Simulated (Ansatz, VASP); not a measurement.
**Sr: VASP beside Ansatz**

```
Sr
1.0
     4.37465    0.00000    0.00000
    -2.18733    3.78856    0.00000
     0.00000    0.00000    7.15575
Sr
2
Direct
  0.33333 0.66667 0.25000
  0.66667 0.33333 0.75000
```

Change from the starting cell: strain +0.015 along x and y, +0.015 along z, atoms carried along.

Alike in both runs: task single point; functional r2SCAN; k mesh 12 × 12 × 8; occupations gaussian, width 0.15 eV; no spin polarisation.

|  | VASP | Ansatz |
| --- | --- | --- |
| version | VASP 6.6.1 | Ansatz 0.2.0 |
| potentials or method | VASP PAW PBE potentials, release 64 (Sr_sv), cutoff 520 eV | scalar-relativistic, plane waves, PAW |
| valence electrons in the cell | 20 | 20 |

Ansatz gave:

```
gap on the k mesh at the Fermi level (eV)                     : none
pressure (GPa)                                                : -0.4
traceless stress, the component that is largest in VASP (GPa) : 0.08
```

Question: What did VASP give for the same quantities?

Answer: gap on the k mesh at the Fermi level (eV): none; pressure (GPa): -0.4; traceless stress, the component that is largest in VASP (GPa): 0.09.

VASP's potentials were made for PBE, not for r2SCAN. A gap of «none» marks a metal or a gap that the smearing closes.
